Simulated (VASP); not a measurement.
# Li12H (a cell with a defect) in VASP: a series of runs

Li12H (a cell with a defect) is run at these levels: LDA; tasks: single point.

Program: VASP 6.6.1. These are calculated values, not measurements. Logs are shortened: lines on timing, memory, paths and dates and some standing lists are left out, and cuts for length are marked.

## Step 1: The cell of the first run

The cell holds a defect, 13 atoms: a = 8.261 Å, b = 8.261 Å, c = 8.261 Å, α = 43.76°, β = 43.76°, γ = 43.76°.

## Step 2: Single point, LDA

The input, INCAR:

```
SYSTEM = Li12H
PREC = Accurate
ENCUT = 520
EDIFF = 1E-6
ISMEAR = -1
SIGMA = 0.15
LREAL = .False.
LASPH = .True.
NELM = 60
ALGO = Normal
ISIF = 2
LWAVE = .False.
LCHARG = .False.
GGA = CA
NBANDS = 30
```

The input, KPOINTS:

```
Automatic mesh
0
Gamma
  3 3 3
  0 0 0
```

The input, POSCAR:

```
Li12H
1.0
   -3.0786730000     -1.7774730000      7.4564780000
    3.0786730000     -1.7774730000      7.4564780000
    0.0000000000      3.5549450000      7.4564780000
Li H
12 1
Direct
    0.7784218523      0.7731273634      0.8027794633
    0.2158729305      0.2313666189      0.2110739332
   -0.0307393084      0.0003130313      0.0589652200
    0.2844035371      0.2390268440      0.7962945614
    0.7200000536      0.7050910327      0.2288533095
    0.5106428874      0.5151578196     -0.0393162032
    0.2764760148      0.7707474103      0.3011611608
    0.6830925053      0.2268569778      0.8028564824
    0.5079632404     -0.0227524283      0.5105139792
    0.7954725891      0.2762878625      0.2336816083
    0.2484428274      0.7343664704      0.6817030899
   -0.0250803015      0.5547799175      0.4793960991
    0.1734483306      0.5858987598      0.6595935945
```

Potentials or basis: VASP PAW LDA potentials, release 64 (Li_sv, H).

The run is started by

```sh
$ cat potpaw_LDA.64/Li_sv/POTCAR potpaw_LDA.64/H/POTCAR > POTCAR
$ mpirun -np 1 vasp_std > vasp.out
```

OUTCAR:

```text
SYSTEM = Li12H
   PREC = Accurate
   ENCUT = 520
   EDIFF = 1E-6
   ISMEAR = -1
   LREAL = .False.
   LASPH = .True.
   NELM = 60
   ISIF = 2
   GGA = CA

 ion  position               nearest neighbor table
   1  0.778  0.773  0.803-
   2  0.216  0.231  0.211-
   3  0.969  0.000  0.059-  10 2.52
   4  0.284  0.239  0.796-
   5  0.720  0.705  0.229-
   6  0.511  0.515  0.961-   8 2.51
   7  0.276  0.771  0.301-
   8  0.683  0.227  0.803-   6 2.51
   9  0.508  0.977  0.511-
  10  0.795  0.276  0.234-   3 2.52
  11  0.248  0.734  0.682-
  12  0.975  0.555  0.479-
  13  0.173  0.586  0.660-

  LATTYP: Found a trigonal (rhomboedric) cell.
 ALAT       =     8.2605509423
 COS(alpha) =     0.7221956134

  Lattice vectors:

 A1 = (  -3.0786730000,  -1.7774730000,   7.4564780000)
 A2 = (   3.0786730000,  -1.7774730000,   7.4564780000)
 A3 = (   0.0000000000,   3.5549450000,   7.4564780000)

Analysis of symmetry for initial positions (statically):
=====================================================================
 Subroutine PRICEL returns:
 Original cell was already a primitive cell.

 Routine SETGRP: Setting up the symmetry group for a
 trigonal (rhombohedral) supercell.

 Subroutine GETGRP returns: Found  1 space group operations
 (whereof  1 operations were pure point group operations)
 out of a pool of 12 trial point group operations.

The static configuration has the point symmetry C_1 .

Analysis of symmetry for dynamics (positions and initial velocities):
=====================================================================
 Subroutine PRICEL returns:
 Original cell was already a primitive cell.

 Routine SETGRP: Setting up the symmetry group for a
 trigonal (rhombohedral) supercell.

 Subroutine GETGRP returns: Found  1 space group operations
 (whereof  1 operations were pure point group operations)
 out of a pool of 12 trial point group operations.

The dynamic configuration has the point symmetry C_1 .

 Subroutine INISYM returns: Found  1 space group operations
 (whereof  1 operations are pure point group operations),
 and found     1 'primitive' translations

----------------------------------------------------------------------------------------

                                     Primitive cell

  volume of cell :     244.8226

  direct lattice vectors                    reciprocal lattice vectors
    -3.078673000 -1.777473000  7.456478000    -0.162407635 -0.093766093  0.044703854
     3.078673000 -1.777473000  7.456478000     0.162407635 -0.093766093  0.044703854
     0.000000000  3.554945000  7.456478000     0.000000000  0.187532185  0.044703866

  length of vectors
     8.260550942  8.260550942  8.260550715     0.192786811  0.192786811  0.192786815

  position of ions in fractional coordinates (direct lattice)
     0.778421852  0.773127363  0.802779463
     0.215872930  0.231366619  0.211073933
     0.969260692  0.000313031  0.058965220
     0.284403537  0.239026844  0.796294561
     0.720000054  0.705091033  0.228853310
     0.510642887  0.515157820  0.960683797
     0.276476015  0.770747410  0.301161161
     0.683092505  0.226856978  0.802856482
     0.507963240  0.977247572  0.510513979
     0.795472589  0.276287862  0.233681608
     0.248442827  0.734366470  0.681703090
     0.974919699  0.554779917  0.479396099
     0.173448331  0.585898760  0.659593595

  ion indices of the primitive-cell ions
   primitive index   ion index
                 1           1
                 2           2
                 3           3
                 4           4
                 5           5
                 6           6
                 7           7
                 8           8
                 9           9
                10          10
                11          11
                12          12
                13          13

----------------------------------------------------------------------------------------

 KPOINTS: Automatic mesh

Automatic generation of k-mesh.
 Grid dimensions read from file:
 generate k-points for:    3    3    3

[... 44 lines left out ...]
   LEPSILON=     F    determine dielectric tensor
   LRPA    =     F    only Hartree local field effects (RPA)
 non-spin polarized calculation
  energy-cutoff  :      520.00
  volume of cell :      244.82
 maximum number of plane-waves:      6633
 NGX is ok and might be reduce to    64
   NGX = 31   NGY = 31   NGZ = 31

 number of electron      37.0000002 magnetization

 Free energy of the ion-electron system (eV)
  ---------------------------------------------------
  ext. energy  EPLUGINS =         0.00000000
  ---------------------------------------------------
  free energy    TOTEN  =       -27.96595643 eV

  energy without entropy =      -27.49918175  energy(sigma->0) =      -27.73256909

 E-fermi :   0.5552     XC(G=0):  -7.1817

 val. band max:        0.5458365152   @ k =   0.0000   0.0000   0.3333
 cond. band min:       0.5678428035   @ k =   0.0000   0.0000   0.3333
 fundamental gap:      0.0220062883
 Fermi energy:         0.5552266650

 k-point     1 :       0.0000    0.0000    0.0000
  band No.  band energies     occupation
      1     -45.2456      2.00000
      2     -45.1759      2.00000
      3     -45.1644      2.00000
      4     -45.1055      2.00000
      5     -45.0760      2.00000
      6     -45.0293      2.00000
[... 22 lines left out ...]
     29       4.7409      0.00000
     30       4.8586      0.00000

 k-point     2 :       0.3333   -0.0000    0.0000
  band No.  band energies     occupation
      1     -45.2454      2.00000
      2     -45.1759      2.00000
      3     -45.1643      2.00000
      4     -45.1054      2.00000
      5     -45.0760      2.00000
      6     -45.0288      2.00000
[... 388 lines left out ...]
 k-point    14 :       0.3333    0.3333   -0.3333
  band No.  band energies     occupation
      1     -45.2454      2.00000
      2     -45.1759      2.00000
      3     -45.1643      2.00000
      4     -45.1054      2.00000
      5     -45.0760      2.00000
      6     -45.0288      2.00000
[... 22 lines left out ...]
     29       4.8343      0.00000
     30       5.2231      0.00000

------------------------ aborting loop because EDIFF is reached ----------------------------------------

  FORCE on cell =-STRESS in cart. coord.  units (eV):
  Direction    XX          YY          ZZ          XY          YZ          ZX
  --------------------------------------------------------------------------------------
  -------------------------------------------------------------------------------------
  Total       -1.2862040     -1.2120593     -0.4904996     -0.0206723      0.1083388      0.4726668
  in kB       -8.4172251     -7.9320048     -3.2099461     -0.1352846      0.7089948      3.0932441
  external PRESSURE =      -6.5197253 kB  Pullay stress =       0.0000000 kB

 VOLUME and BASIS-vectors are now :
 -----------------------------------------------------------------------------
  energy-cutoff  :      520.00
  volume of cell :      244.82
      direct lattice vectors                 reciprocal lattice vectors
    -3.078673000 -1.777473000  7.456478000    -0.162407635 -0.093766093  0.044703854
     3.078673000 -1.777473000  7.456478000     0.162407635 -0.093766093  0.044703854
     0.000000000  3.554945000  7.456478000     0.000000000  0.187532185  0.044703866

 POSITION                                       TOTAL-FORCE (eV/Angst)
 -----------------------------------------------------------------------------------
     -0.01630      0.09600     17.55500        -0.320141     -0.411986     -0.035448
      0.04770     -0.04460      4.90870         0.155261      0.163323      0.110110
     -2.98307     -1.51377      7.66928        -0.231845     -0.435685     -0.462004
     -0.13970      1.90040      9.84050         0.161455     -0.306114      0.197142
     -0.04590     -1.71950     12.33260        -0.062388      0.014412      0.237828
      0.01390      1.59184     14.81218         0.333224      0.270113      0.450625
      1.52170     -0.79080     10.05420        -0.075955      0.186252     -0.101379
     -1.40460      1.23670     12.77150        -0.389754     -0.404141     -0.389871
      1.44477     -0.82507     14.88108         0.372983     -0.021574     -0.054461
     -1.59840     -1.07430      9.73400         0.191907      0.411819      0.311891
      1.49600      0.67650     12.41140         0.092307      0.368499     -0.219317
     -1.29347     -1.01477     14.98078        -0.480488      0.245229     -0.031173
      1.26980      0.99510     10.58030         0.253432     -0.080147     -0.013944
 -----------------------------------------------------------------------------------
    total drift:                               -0.000276     -0.000249     -0.001284

  FREE ENERGIE OF THE ION-ELECTRON SYSTEM (eV)
  ---------------------------------------------------
  free  energy   TOTEN  =       -27.9659564271 eV

  energy  without entropy=      -27.4991817465  energy(sigma->0) =      -27.73256909
```

It took 2.8 min on 1 thread of Intel Xeon Platinum 8259CL at 2.50GHz (Skylake/Cascade Lake), shared host; peak memory 0.42 GiB.

What came out:

```yaml
Free_energy: -27.9660 eV
Largest_force: 0.684 eV/Å
Band_gap_on_the_k_mesh: zero (an odd number of electrons rules out a gap without spin polarisation)
```

Forces in eV/Å, atoms in the order of the input:
```
Li  -0.320 -0.412 -0.035
Li   0.155  0.163  0.110
Li  -0.232 -0.436 -0.462
Li   0.161 -0.306  0.197
Li  -0.062  0.014  0.238
Li   0.333  0.270  0.451
Li  -0.076  0.186 -0.101
Li  -0.390 -0.404 -0.390
Li   0.373 -0.022 -0.054
Li   0.192  0.412  0.312
Li   0.092  0.368 -0.219
Li  -0.480  0.245 -0.031
H    0.253 -0.080 -0.014
```

Levels at points of the mesh, in eV from the Fermi level:
| k point | band 17 | band 18 | band 19 | band 20 | band 21 | band 22 |
| --- | --- | --- | --- | --- | --- | --- |
| (0.00, 0.00, 0.00) | 0.15 | 0.22 | 0.27 | 0.39 | 0.48 | 0.81 |

Caveat: the k points lie up to 0.40 Å⁻¹ apart, too coarse for converged energies and pressures of a metal; the cutoff is under 1.25 times the usual one of these potentials, so pressure, stress and relaxed cells hold a basis-set (Pulay) error.

## Step 3: Single point, LDA

The input, INCAR:

```
  PREC = Accurate
  ENCUT = 520
  EDIFF = 1E-7
  ISMEAR = -1
  SIGMA = 0.15
  LREAL = False
  LASPH = True
  NELM = 100
  ALGO = Normal
  ISIF = 2
  LWAVE = False
  LCHARG = False
  GGA = CA
  NBANDS = 30
```

The input, KPOINTS:

```
Automatic mesh
0
Gamma
  3 3 3
```

The input, POSCAR:

```
Li12H
1.0
   -3.0786730000     -1.7774730000      7.4564780000
    3.0786730000     -1.7774730000      7.4564780000
    0.0000000000      3.5549450000      7.4564780000
Li H
12 1
Direct
    0.8113057705      0.7788892066      0.7931286241
    0.1989649468      0.2696447495      0.1991988857
   -0.0504591741     -0.0151517543      0.0985889644
    0.3043102382      0.2182991549      0.8079517646
    0.7038418414      0.7017955052      0.2534167002
    0.5128509114      0.5372770196     -0.0458870548
    0.2991160882      0.7451848977      0.3045664016
    0.6853039002      0.2053243766      0.8457142699
    0.5018160103     -0.0151924541      0.5057350345
    0.8040395299      0.2485079746      0.2295323192
    0.2499832401      0.7499389028      0.6691902719
   -0.0311127931      0.5631042608      0.4787135863
    0.1578135871      0.6011864299      0.6636957920
```

Potentials or basis: VASP PAW LDA potentials, release 64 (Li_sv, H).

The run is started by

```sh
$ cat potpaw_LDA.64/Li_sv/POTCAR potpaw_LDA.64/H/POTCAR > POTCAR
$ mpirun -np 1 vasp_std > vasp.out
```

Run time: 3 min. Hardware: 1 thread of Intel Xeon Platinum 8259CL at 2.50GHz (Skylake/Cascade Lake), shared host; peak memory 0.42 GiB.

It converged, with:

```
Free energy            : -27.6102 eV
Largest force          : 1.145 eV/Å
Band gap on the k mesh : zero (an odd number of electrons rules out a gap without spin polarisation)
```

Forces on the atoms (eV/Å):
```
Li  -0.139 -0.192 -0.269
Li   0.084  0.248  0.022
Li  -0.449 -0.767 -0.721
Li   0.296 -0.374  0.142
Li  -0.137 -0.028  0.154
Li   0.357  0.233  0.348
Li   0.055  0.139 -0.099
Li  -0.306 -0.431 -0.326
Li   0.514  0.075 -0.004
Li   0.428  0.322  0.802
Li   0.088  0.454 -0.164
Li  -0.615  0.438  0.048
H   -0.177 -0.116  0.068
```

Levels at points of the mesh, in eV from the Fermi level:
| k point | band 15 | band 16 | band 17 | band 18 | band 19 | band 20 | band 21 | band 22 | band 23 | band 24 |
| --- | --- | --- | --- | --- | --- | --- | --- | --- | --- | --- |
| (0.00, 0.00, 0.00) | -1.48 | -0.93 | 0.09 | 0.20 | 0.26 | 0.46 | 0.58 | 0.80 | 1.13 | 1.37 |

Caveat: the k points lie up to 0.40 Å⁻¹ apart, too coarse for converged energies and pressures of a metal; the cutoff is under 1.25 times the usual one of these potentials, so pressure, stress and relaxed cells hold a basis-set (Pulay) error.

## Step 4: Single point, LDA

The input, INCAR:

```
PREC = Accurate
ENCUT = 520
EDIFF = 1E-7
ISMEAR = -1
SIGMA = 0.15
LREAL = False
LASPH = True
NELM = 100
ALGO = Normal
ISIF = 2
LWAVE = False
LCHARG = True
GGA = CA
LELF = True
LVHAR = True
NBANDS = 30
```

KPOINTS is that of step 3.

The input, POSCAR:

```
Li12H
1.0
   -3.0786730000     -1.7774730000      7.4564780000
    3.0786730000     -1.7774730000      7.4564780000
    0.0000000000      3.5549450000      7.4564780000
Li H
12 1
Direct
    0.8339401195      0.7986651813      0.7365829406
    0.2766263565      0.2415463074      0.2405769764
    0.0340072865     -0.1810853849      0.1322587695
    0.2665674411      0.2451296333      0.8439027141
    0.7163971178      0.6551044764      0.3139590214
    0.5262832273      0.6274956652     -0.1100689801
    0.2677871060      0.7469221100      0.3104740676
    0.7566272657      0.1795929396      0.7700277042
    0.3840901742      0.0907170228      0.5444407643
    0.7652668504      0.2838906211      0.2506787246
    0.2287773157      0.7728753736      0.6269043855
   -0.0131106769      0.4692724798      0.5886210021
    0.1849225137      0.6349215880      0.5991234055
```

The run is started by

```sh
$ cat potpaw_LDA.64/Li_sv/POTCAR potpaw_LDA.64/H/POTCAR > POTCAR
$ mpirun -np 1 vasp_std > vasp.out
```

Run time: 3.6 min. Hardware: 1 thread of Intel Xeon Platinum 8259CL at 2.50GHz (Skylake/Cascade Lake), shared host; peak memory 0.42 GiB.

It converged, with:

| Quantity | Value |
| --- | --- |
| Free energy | -27.2530 eV |
| Largest force | 1.092 eV/Å |
| Band gap on the k mesh | zero (an odd number of electrons rules out a gap without spin polarisation) |

Forces in eV/Å, atoms in the order of the input:
```
Li   0.133  0.217 -0.045
Li   0.307 -0.377 -0.500
Li   0.640 -0.343 -0.103
Li   0.093 -0.318  0.325
Li  -0.136 -0.241 -0.109
Li  -0.075  0.358 -0.205
Li  -0.133 -0.965 -0.355
Li   0.045  0.023  0.136
Li  -0.715 -0.082  0.198
Li  -0.041  0.149 -0.068
Li  -0.066  0.359  0.912
Li   0.093  0.157  0.027
H   -0.145  1.061 -0.212
```

Levels at points of the mesh, in eV from the Fermi level:
| k point | band 16 | band 17 | band 18 | band 19 | band 20 | band 21 | band 22 | band 23 |
| --- | --- | --- | --- | --- | --- | --- | --- | --- |
| (0.00, 0.00, 0.00) | -0.89 | 0.10 | 0.15 | 0.31 | 0.58 | 0.72 | 0.97 | 1.27 |

Caveat: the k points lie up to 0.40 Å⁻¹ apart, too coarse for converged energies and pressures of a metal; the cutoff is under 1.25 times the usual one of these potentials, so pressure, stress and relaxed cells hold a basis-set (Pulay) error; the atoms stand as in a frame of molecular dynamics.

## Step 5: Single point, LDA

The input, INCAR:

```
SYSTEM = Li12H
PREC     = Accurate       ! precision mode
ENCUT    = 520            ! plane-wave cutoff, eV
EDIFF    = 1E-6           ! SCF threshold, eV
ISMEAR   = -1             ! smearing method
SIGMA    = 0.15           ! smearing width, eV
LREAL    = .FALSE.        ! projectors in reciprocal space
LASPH    = .TRUE.         ! aspherical terms in the spheres
NELM     = 80             ! most SCF steps
ALGO     = Normal         ! electronic algorithm
ISIF     = 2              ! what is computed and relaxed
LWAVE    = .FALSE.        ! write WAVECAR
LCHARG   = .FALSE.        ! write CHGCAR
NBANDS   = 30             ! bands
```

The input, KPOINTS:

```
Automatic mesh
0
G
  3 3 3
  0 0 0
```

The input, POSCAR:

```
Li12H
1.0
   -3.0786730000     -1.7774730000      7.4564780000
    3.0786730000     -1.7774730000      7.4564780000
    0.0000000000      3.5549450000      7.4564780000
Li H
12 1
Direct
    0.7040062944      0.8602749205      0.7736456187
    0.3802613731      0.2191529995      0.1560763565
   -0.0172404919     -0.1294966490      0.1069998816
    0.2644190643      0.3158048400      0.8661828309
    0.8135794935      0.6033590511      0.2310781196
    0.4722093885      0.6078522450     -0.1342129366
    0.2587287807      0.7948688645      0.2576246235
    0.8058689430      0.2033041366      0.6669801928
    0.4650534580      0.0603336323      0.5486052154
    0.6991697430      0.3237807361      0.2860991821
    0.2436074369      0.7047476749      0.6981192693
   -0.0426635713      0.3852805462      0.7859453303
    0.1593411459      0.5026059227      0.6353946522
```

The run is started by

```sh
$ cat potpaw_LDA.64/Li_sv/POTCAR potpaw_LDA.64/H/POTCAR > POTCAR
$ mpirun -np 1 vasp_std > vasp.out
```

Run time: 3 min. Hardware: 1 thread of Intel Xeon Platinum 8259CL at 2.50GHz (Skylake/Cascade Lake), shared host; peak memory 0.42 GiB.

The run converged. Its results:

| Quantity | Value |
| --- | --- |
| Free energy | -27.0633 eV |
| Largest force | 0.735 eV/Å |
| Band gap on the k mesh | zero (an odd number of electrons rules out a gap without spin polarisation) |

Forces in eV/Å, atoms in the order of the input:
```
Li  -0.608  0.103  0.401
Li  -0.219  0.545 -0.031
Li   0.276  0.144  0.150
Li  -0.297  0.242 -0.432
Li   0.273 -0.130 -0.020
Li  -0.258  0.015  0.310
Li   0.076  0.430  0.037
Li  -0.185  0.091  0.211
Li   0.469 -0.078 -0.468
Li  -0.034 -0.100  0.154
Li   0.372 -0.571 -0.212
Li  -0.066 -0.128 -0.419
H    0.202 -0.563  0.319
```

Levels at points of the mesh, in eV from the Fermi level:
```tsv
k point	band 16	band 17	band 18	band 19	band 20	band 21	band 22	band 23
(0.00, 0.00, 0.00)	-0.87	-0.12	0.21	0.27	0.50	0.60	1.03	1.19
```

Caveat: the k points lie up to 0.40 Å⁻¹ apart, too coarse for converged energies and pressures of a metal; the cutoff is under 1.25 times the usual one of these potentials, so pressure, stress and relaxed cells hold a basis-set (Pulay) error; the atoms stand as in a frame of molecular dynamics.

## Step 6: Overview

| cell | gap on the mesh (eV) | largest force (eV/Å) |
| --- | --- | --- |
| as given, atomic positions A | none | 0.68 |
| as given, atomic positions B | none | 1.15 |
| as given, atomic positions C | none | 1.09 |
| as given, atomic positions D | none | 0.74 |

Alike in all rows: task single point; level LDA; potentials or basis VASP PAW LDA potentials, release 64 (Li_sv, H); no spin polarisation; k mesh 3 × 3 × 3; cutoff (eV) 520; smearing fermi-dirac 0.15 eV.

Caveats: all runs use coarse meshes; the cutoff is under 1.25 times the usual one of these potentials, so pressure, stress and relaxed cells hold a basis-set (Pulay) error; the atoms stand as in a frame of molecular dynamics (at least some runs).

Absolute energies hang on the potentials; compare differences alone.
